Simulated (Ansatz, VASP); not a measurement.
## One calculation of WO, two programs

```
W O
1.0
     0.00000    2.41288    2.41288
     2.41288    0.00000    2.41288
     2.41288    2.41288    0.00000
W O
1 1
Direct
  0.00000 0.00000 0.00000
  0.25000 0.25000 0.25000
```

Alike in both runs: task single point; functional PBE; k mesh 10 × 10 × 10; occupations fermi-dirac, width 0.05 eV; collinear spin; Hubbard terms W d U = 6.2 eV.

```csv
,VASP,Ansatz
version,VASP 6.6.1,Ansatz 0.2.0
potentials or method,"VASP PAW PBE potentials, release 64 (W_sv, O), cutoff 520 eV","scalar-relativistic, plane waves, PAW"
valence electrons in the cell,20,20
```

VASP gave:

```
gap on the k mesh at the Fermi level (eV)                     : 0.62
least direct gap on the mesh (eV)                             : 1.09
pressure (GPa)                                                : 5.8
net moment per atom (μB)                                      : 1.00
size of the moment on the site where the two differ most (μB) : 1.72
```

**Question.** What did Ansatz give for the same quantities?

**Answer.** gap on the k mesh at the Fermi level (eV): 1.15; least direct gap on the mesh (eV): 1.45; pressure (GPa): 0.0; net moment per atom (μB): 1.00; size of the moment on the site where the two differ most (μB): 1.03.

Site moments also hang on the region over which each program counts them. The programs project onto different local orbitals, so the same U acts differently, and such runs can settle in different states.

Spin-orbit coupling is off throughout.
